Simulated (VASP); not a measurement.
# Si13O24 (a cell with a defect) in VASP: single point with PBE

Aim: the single point of Si13O24 (a cell with a defect) with PBE.

Everything below comes from runs of VASP 6.6.1. Logs are shortened: lines on timing, memory, paths and dates and some standing lists are left out, and cuts for length are marked.

### Step 1. The cell of the first run

The cell holds a defect, 37 atoms: a = 7.567 Å, b = 7.567 Å, c = 8.843 Å, α = 90.00°, β = 90.00°, γ = 95.14°.

### Step 2. Single point, PBE (with an interstitial atom, then relaxed in part)

INCAR

```
PREC     = Accurate       # precision mode
ENCUT    = 520            # plane-wave cutoff, eV
EDIFF    = 1E-7           # SCF threshold, eV
ISMEAR   = 0              # smearing method
SIGMA    = 0.01           # smearing width, eV
LREAL    = Auto         
LASPH    = True           # aspherical terms in the spheres
NELM     = 100            # most SCF steps
ALGO     = Normal         # electronic algorithm
ISIF     = 2              # what is computed and relaxed
LWAVE    = False          # write WAVECAR
LCHARG   = True           # write CHGCAR
GGA      = PE             # functional
LELF     = True           # ELF
LVHAR    = True         
NBANDS   = 122            # bands
```

KPOINTS

```
Automatic mesh
0
Gamma
  2 2 2
  0.5 0.5 0.5
```

POSCAR

```
Si13O24
1.0
    5.1053795026      0.0000000000      5.5850507228
    5.1053795026      0.0000000000     -5.5850507228
    0.0000000001      8.8427766904      0.0000000000
Si O
13 24
Direct
    0.7000971281      0.0255733982      0.2465090091
    0.1760554857      0.5076893114      0.2732676029
    0.9634296224      0.2876338729      0.7628718277
    0.4517290032      0.7899773688      0.7550435823
    0.2996449604      1.0156179381      0.2432601506
    0.7795171449      0.4301853005      0.2378985593
    0.5503877220      0.2173564339      0.7516739118
    0.0343411774      0.7032147793      0.7271005068
    0.7493280850      0.7376178743     -0.0112171857
    0.2718743143      0.3159751290      0.0000389489
    0.0110913069      0.0061709323      0.4946736374
    0.5066896163      0.4991830406      0.4955470267
    0.1190866307      0.8060339504      0.1104842838
    0.4970080466      0.9573815566      0.2943644934
   -0.0163914227      0.3921215280      0.2869862854
    0.7552458280      0.2500860984      0.8096617796
    0.2380422352      0.7534067900      0.7872689055
    0.3197030115      0.4685426943      0.4016491259
    0.8353086749      1.0055285892      0.3871117158
    0.5509571642      0.7303828995      0.9090987992
    0.0831674130      0.2583245305      0.9145677900
    0.1925396190      0.0589725153      0.3999812811
    0.6731283694      0.5203169550      0.3759796556
    0.4273682958      0.3132170218      0.8738340942
    0.8791940780      0.7589233549      0.8407416999
    0.1264114829      0.7106807057      0.2861959303
    0.6951985571      0.2318077201      0.1950922174
    0.4964038763      1.0045533368      0.7292565315
    0.0071318325      0.4893869802      0.6991378563
    0.7646509994      0.9113429428      0.1018342209
    0.2542122445      0.5025445609      0.0955600172
    0.0078598248      0.1518155820      0.6298541656
    0.5064015659      0.6729979957      0.6074195138
    0.3234252092      0.1962711867      0.1412449628
    0.7651831989      0.5560687950      0.0881642979
    0.5270328599      0.3179604472      0.5911623371
    1.0087948384      0.8097192168      0.5708471289
```

Potentials or basis: VASP PAW PBE potentials, release 64 (Si, O).

On the command line:

```
$ cat potpaw_PBE.64/Si/POTCAR potpaw_PBE.64/O/POTCAR > POTCAR
$ mpirun -np 1 vasp_std > vasp.out
```

OUTCAR:

```text
PREC = Accurate
   ENCUT = 520
   EDIFF = 1E-7
   ISMEAR = 0
   LREAL = Auto
   LASPH = True
   NELM = 100
   ISIF = 2
   GGA = PE

 ion  position               nearest neighbor table
   1  0.700  0.026  0.247-  19 1.63  27 1.63  14 1.63  30 1.64   5 3.02   6 3.07
   2  0.176  0.508  0.273-  18 1.62  26 1.62  15 1.63  31 1.68  13 2.74  10 2.94   6 3.02
   3  0.963  0.288  0.763-  32 1.62  16 1.63  29 1.63  21 1.64   7 3.12  10 3.13
   4  0.452  0.790  0.755-  20 1.64  17 1.64  28 1.64  33 1.65   9 3.11
   5  0.300  0.016  0.243-  34 1.63  22 1.65  14 1.66  13 2.32   1 3.02  11 3.11
   6  0.780  0.430  0.238-  27 1.62  35 1.64  23 1.64  15 1.65   2 3.02   1 3.07
   7  0.550  0.217  0.752-  36 1.63  16 1.63  24 1.64  28 1.64   3 3.12  12 3.15
   8  0.034  0.703  0.727-  37 1.62  25 1.63  29 1.63  17 1.64  11 3.10
   9  0.749  0.738  0.989-  25 1.64  35 1.64  30 1.65  20 1.65  13 3.00   4 3.11
  10  0.272  0.316  0.000-  34 1.61  24 1.62  21 1.64  31 1.66   2 2.94   3 3.13
  11  0.011  0.006  0.495-  22 1.63  32 1.63  37 1.63  19 1.63   8 3.10   5 3.11
  12  0.507  0.499  0.496-  36 1.63  18 1.64  23 1.64  33 1.65   7 3.15
  13  0.119  0.806  0.110-  26 1.72   5 2.32   2 2.74   9 3.00
  14  0.497  0.957  0.294-   1 1.63   5 1.66
  15  0.984  0.392  0.287-   2 1.63   6 1.65
  16  0.755  0.250  0.810-   3 1.63   7 1.63
  17  0.238  0.753  0.787-   4 1.64   8 1.64
  18  0.320  0.469  0.402-   2 1.62  12 1.64
  19  0.835  0.006  0.387-   1 1.63  11 1.63
[... 16 lines left out ...]
  36  0.527  0.318  0.591-   7 1.63  12 1.63
  37  0.009  0.810  0.571-   8 1.62  11 1.63

  LATTYP: Found a base centered orthorhombic cell.
 ALAT       =    10.2107590052
 B/A-ratio  =     1.0939540773
 C/A-ratio  =     0.8660254038

  Lattice vectors:

 A1 = (   5.1053795026,   0.0000000000,   5.5850507228)
 A2 = (   5.1053795026,   0.0000000000,  -5.5850507228)
 A3 = (   0.0000000001,   8.8427766904,   0.0000000000)

Analysis of symmetry for initial positions (statically):
=====================================================================
 Subroutine PRICEL returns:
 Original cell was already a primitive cell.

 Routine SETGRP: Setting up the symmetry group for a
 base centered orthorhombic supercell.

 Subroutine GETGRP returns: Found  1 space group operations
 (whereof  1 operations were pure point group operations)
 out of a pool of  8 trial point group operations.

The static configuration has the point symmetry C_1 .

Analysis of symmetry for dynamics (positions and initial velocities):
=====================================================================
 Subroutine PRICEL returns:
 Original cell was already a primitive cell.

 Routine SETGRP: Setting up the symmetry group for a
 base centered orthorhombic supercell.

 Subroutine GETGRP returns: Found  1 space group operations
 (whereof  1 operations were pure point group operations)
 out of a pool of  8 trial point group operations.

The dynamic configuration has the point symmetry C_1 .

 Subroutine INISYM returns: Found  1 space group operations
 (whereof  1 operations are pure point group operations),
 and found     1 'primitive' translations

----------------------------------------------------------------------------------------

                                     Primitive cell

  volume of cell :     504.2824

  direct lattice vectors                    reciprocal lattice vectors
     5.105379503  0.000000000  5.585050723     0.097935912 -0.000000000  0.089524702
     5.105379503  0.000000000 -5.585050723     0.097935912 -0.000000000 -0.089524702
     0.000000000  8.842776690  0.000000000     0.000000000  0.113086651  0.000000000

  length of vectors
     7.566881223  7.566881223  8.842776690     0.132688037  0.132688037  0.113086651

  position of ions in fractional coordinates (direct lattice)
     0.700097128  0.025573398  0.246509009
     0.176055486  0.507689311  0.273267603
     0.963429622  0.287633873  0.762871828
     0.451729003  0.789977369  0.755043582
     0.299644960  0.015617938  0.243260151
     0.779517145  0.430185300  0.237898559
[... 29 lines left out ...]
     0.527032860  0.317960447  0.591162337
     0.008794838  0.809719217  0.570847129

  ion indices of the primitive-cell ions
   primitive index   ion index
                 1           1
                 2           2
                 3           3
                 4           4
                 5           5
                 6           6
[... 29 lines left out ...]
                36          36
                37          37

----------------------------------------------------------------------------------------

 KPOINTS: Automatic mesh

Automatic generation of k-mesh.
 Grid dimensions read from file:
 generate k-points for:    2    2    2

 Generating k-lattice:

  Cartesian coordinates                     Fractional coordinates (reciprocal lattice)
     0.048967956 -0.000000000  0.044762351     0.500000000  0.000000000 -0.000000000
     0.048967956 -0.000000000 -0.044762351     0.000000000  0.500000000 -0.000000000
     0.000000000  0.056543325  0.000000000     0.000000000  0.000000000  0.500000000

  Length of vectors
     0.066344019  0.066344019  0.056543325

  Shift w.r.t. Gamma in fractional coordinates (k-lattice)
     0.500000000  0.500000000  0.500000000

 Subroutine IBZKPT returns following result:
 ===========================================

 Found      4 irreducible k-points:

 Following reciprocal coordinates:
            Coordinates               Weight
  0.250000  0.250000  0.250000      2.000000
 -0.250000 -0.250000  0.250000      2.000000
 -0.250000  0.250000  0.250000      2.000000
  0.250000 -0.250000  0.250000      2.000000
   k-points           NKPTS =      4   k-points in BZ     NKDIM =      4   number of bands    NBANDS=    122
   number of dos      NEDOS =    301   number of ions     NIONS =     37
   total plane-waves  NPLWV = 219520
   dimension x,y,z NGX =    56 NGY =   56 NGZ =   70
   dimension x,y,z NGXF=   112 NGYF=  112 NGZF=  140
   ions per type =              13  24
   NGX,Y,Z   is equivalent  to a cutoff of  12.30, 12.30, 13.16 a.u.
   NGXF,Y,Z  is equivalent  to a cutoff of  24.61, 24.61, 26.32 a.u.
 SYSTEM =  unknown system
   PREC   = accura    normal or accurate (medium, high low for compatibility)
   ISTART =      0    job   : 0-new  1-cont  2-samecut
   ICHARG =      2    charge: 1-file 2-atom 10-const
   ISPIN  =      1    spin polarized calculation?
   LNONCOLLINEAR =      F non collinear calculations
   LSORBIT =      F    spin-orbit coupling
   LASPH  =      T    aspherical Exc in radial PAW
   ENCUT  =  520.0 eV  38.22 Ry    6.18 a.u.  14.07 14.07 16.44*2*pi/ulx,y,z
   NELM   =    100;   NELMIN=  2; NELMDL= -5     # of ELM steps
   EDIFF  = 0.1E-06   stopping-criterion for ELM
   LREAL  =      T    real-space projection
   EDIFFG = 0.1E-05   stopping-criterion for IOM
   NSW    =      0    number of steps for IOM
   IBRION =     -1    ionic relax: 0-MD 1-quasi-New 2-CG
   NFREE  =      0    steps in history (QN), initial steepest desc. (CG)
   ISIF   =      2    stress and relaxation
   ISYM   =      2    0-nonsym 1-usesym 2-fastsym
   POTIM  = 0.5000    time-step for ionic-motion
   TEBEG  =    0.0;   TEEND  =   0.0 temperature during run
   PSTRESS=    0.0 pullay stress
   NELECT =     196.0000    total number of electrons
   NUPDOWN=      -1.0000    fix difference up-down
   EMIN   =  10.00;   EMAX   =-10.00  energy-range for DOS
   EFERMI =   0.00;   METHOD = LEGACY
   ISMEAR =     0;   SIGMA  =   0.01  broadening in eV -4-tet -1-fermi 0-gaus
   EFERMI_NEDOS =   21; number of points for ismear=-14 and -15
   IALGO  =     38    algorithm
   IMIX   =      4    mixing-type and parameters
     AMIX     =   0.40;   BMIX     =  1.00
     AMIX_MAG =   1.60;   BMIX_MAG =  1.00
  volume/ion in A,a.u.               =      13.63        91.97
  Fermi-wavevector in a.u.,A,eV,Ry     =   1.194728  2.257708 19.420605  1.427374
  Thomas-Fermi vector in A             =   2.330711
   LORBIT       =      0    0 simple, 1 ext, 2 COOP (PROOUT), +10 PAW based schemes
   GGA     = PE    functional components
   LHFCALC =     F    Hartree Fock is set to
   AEXX    =    0.0000 exact exchange contribution
   IVDW    =     0    specifies the selected vdW correction
   LEPSILON=     F    determine dielectric tensor
   LRPA    =     F    only Hartree local field effects (RPA)
 non-spin polarized calculation
 Gauss-broadening in eV      SIGMA  =   0.01
  energy-cutoff  :      520.00
  volume of cell :      504.28
 maximum number of plane-waves:     13583
   NGX = 29   NGY = 29   NGZ = 33

 number of electron     196.0000009 magnetization

 Free energy of the ion-electron system (eV)
  ---------------------------------------------------
  ext. energy  EPLUGINS =         0.00000000
  ---------------------------------------------------
  free energy    TOTEN  =      -284.94856504 eV

  energy without entropy =     -284.94856504  energy(sigma->0) =     -284.94856504

 E-fermi :   3.7817     XC(G=0):  -8.9011

 val. band max:        3.6831021812   @ k =  -0.2500   0.2500   0.2500
 cond. band min:       5.3842297183   @ k =  -0.2500   0.2500   0.2500
 fundamental gap:      1.7011275371
 Fermi energy:         3.7816520103

 k-point     1 :       0.2500    0.2500    0.2500
  band No.  band energies     occupation
      1     -18.3103      2.00000
      2     -18.0719      2.00000
      3     -17.9983      2.00000
      4     -17.9177      2.00000
      5     -17.7678      2.00000
      6     -17.6030      2.00000
[... 102 lines left out ...]
    109       9.5171      0.00000
    110       9.6812      0.00000

 k-point     2 :      -0.2500   -0.2500    0.2500
  band No.  band energies     occupation
      1     -18.3177      2.00000
      2     -18.0544      2.00000
      3     -17.9892      2.00000
      4     -17.8960      2.00000
      5     -17.8273      2.00000
      6     -17.5679      2.00000
[... 102 lines left out ...]
    109       9.5480      0.00000
    110       9.6555      0.00000

 k-point     3 :      -0.2500    0.2500    0.2500
  band No.  band energies     occupation
      1     -18.3152      2.00000
      2     -18.0959      2.00000
      3     -18.0128      2.00000
      4     -17.9068      2.00000
      5     -17.6454      2.00000
      6     -17.5575      2.00000
[... 102 lines left out ...]
    109       9.4499      0.00000
    110       9.5882      0.00000

 k-point     4 :       0.2500   -0.2500    0.2500
  band No.  band energies     occupation
      1     -18.3183      2.00000
      2     -18.0790      2.00000
      3     -18.0178      2.00000
      4     -17.9190      2.00000
      5     -17.6410      2.00000
      6     -17.5783      2.00000
[... 102 lines left out ...]
    109       9.5662      0.00000
    110       9.6780      0.00000
 [bands above 110 left out]

------------------------ aborting loop because EDIFF is reached ----------------------------------------

  FORCE on cell =-STRESS in cart. coord.  units (eV):
  Direction    XX          YY          ZZ          XY          YZ          ZX
  --------------------------------------------------------------------------------------
  -------------------------------------------------------------------------------------
  Total        4.4576935     -5.9169544     -5.1251507     -3.2449755      2.0177720     -3.8511601
  in kB       14.1627303    -18.7990110    -16.2833373    -10.3097515      6.4107503    -12.2356867
  external PRESSURE =      -6.9732060 kB  Pullay stress =       0.0000000 kB

 VOLUME and BASIS-vectors are now :
 -----------------------------------------------------------------------------
  energy-cutoff  :      520.00
  volume of cell :      504.28
      direct lattice vectors                 reciprocal lattice vectors
     5.105379503  0.000000000  5.585050723     0.097935912 -0.000000000  0.089524702
     5.105379503  0.000000000 -5.585050723     0.097935912 -0.000000000 -0.089524702
     0.000000000  8.842776690  0.000000000     0.000000000  0.113086651  0.000000000

 POSITION                                       TOTAL-FORCE (eV/Angst)
 -----------------------------------------------------------------------------------
      3.70482      2.17982      3.76725         0.002595      0.004831      0.025852
      3.49078      2.41644     -1.85219        -0.009280      0.046046      0.049889
      6.38715      6.74591      3.77435        -0.015035     -0.007027      0.019843
      6.33938      6.67668     -1.88913         0.004908     -0.007195     -0.010657
      1.60954      2.15110      1.58631        -0.038985      0.014040      0.007919
      6.17599      2.10368      1.95104         0.001247     -0.010701     -0.012330
[... 29 lines left out ...]
      4.31401      5.22752      1.16768         0.009551      0.008948     -0.002884
      4.17882      5.04787     -4.47320         0.006843      0.006740     -0.007330
 -----------------------------------------------------------------------------------
    total drift:                                0.013482     -0.007781     -0.013399

  FREE ENERGIE OF THE ION-ELECTRON SYSTEM (eV)
  ---------------------------------------------------
  free  energy   TOTEN  =      -284.9485650442 eV

  energy  without entropy=     -284.9485650442  energy(sigma->0) =     -284.94856504
```

Wall time 14 min (1 thread of Intel Xeon 8259CL, shared host); peak memory 0.55 GiB.

Results:

```
Free energy            : -284.9486 eV
Pressure               : -0.7 GPa
Largest force          : 0.069 eV/Å
Band gap on the k mesh : 1.70 eV
```

Forces on the atoms (eV/Å):
```
Si   0.003  0.005  0.026
Si  -0.009  0.046  0.050
Si  -0.015 -0.007  0.020
Si   0.005 -0.007 -0.011
Si  -0.039  0.014  0.008
Si   0.001 -0.011 -0.012
Si  -0.012 -0.001  0.004
Si   0.001 -0.019  0.005
Si  -0.009  0.007 -0.011
Si   0.021 -0.015  0.005
Si   0.003 -0.006 -0.016
Si   0.005 -0.010 -0.010
Si   0.022 -0.033 -0.025
O   -0.013  0.002  0.005
O   -0.017  0.001  0.007
O    0.003 -0.006  0.003
O   -0.009 -0.010 -0.003
O    0.017 -0.001  0.000
O    0.011 -0.004 -0.004
O    0.008 -0.002  0.007
O    0.007 -0.002 -0.004
O    0.005 -0.011  0.007
O   -0.002 -0.009  0.006
O   -0.010 -0.004 -0.003
O    0.004  0.013  0.012
O    0.023  0.014 -0.035
O   -0.006  0.001  0.002
O   -0.001  0.009 -0.002
O    0.004  0.017  0.001
O   -0.013 -0.005  0.005
O    0.010 -0.006 -0.015
O   -0.008  0.006 -0.002
O   -0.009  0.010 -0.004
O   -0.010  0.003  0.007
O    0.012  0.003 -0.012
O    0.010  0.009 -0.003
O    0.007  0.007 -0.007
```

Caveat: the cell differs from its parent crystal (with an interstitial atom, then relaxed in part).
